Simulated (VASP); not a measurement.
**Ti: electric field gradients with r2SCAN**

The system is Ti.

```
Ti
1.0
    -1.64100    1.64100    1.64100
     1.64100   -1.64100    1.64100
     1.64100    1.64100   -1.64100
Ti
1
Direct
  0.00000 0.00000 0.00000
```

This isn't the form of Ti at room conditions, which is hcp.

```
Program                : VASP 6.6.1
Task                   : electric field gradients
Functional             : r2SCAN
Potentials or basis    : VASP PAW PBE potentials, release 64 (Ti_sv)
Cutoff                 : 520 eV
k mesh                 : 14 × 14 × 14
Occupations            : fermi-dirac, width 0.05 eV
Spin                   : no spin polarisation
Dipole correction      : no
Further INCAR settings : ALGO = Normal; EDIFF = 1e-08; NBANDS = 12
```

* Pressure: -2.5 GPa
* Band gap on the k mesh: zero (bands 6 and 7 overlap by 1.82 eV)
* Largest electric field gradient by atom: zero within the noise of the run

Levels at points of the mesh, in eV from the Fermi level:
```tsv
k point	band 2	band 3	band 4	band 5	band 6	band 7	band 8	band 9	band 10	band 11
(0.00, 0.00, 0.00)	-33.77	-33.77	-33.77	-6.30	1.12	1.12	1.12	2.86	2.86	17.96
(0.50, 0.00, 0.00)	-34.43	-33.98	-33.78	-2.54	-0.32	0.91	2.87	3.21	4.39	8.97
(0.50, 0.50, 0.50)	-34.22	-34.22	-34.22	-2.20	-2.20	4.04	4.04	4.04	8.60	8.60
```

It took 2.6 min on 1 thread of Intel Xeon 8259CL (shared host), peak memory 0.16 GiB.

Caveat: the PAW data sets were made with another functional, which shifts forces and pressure a little.
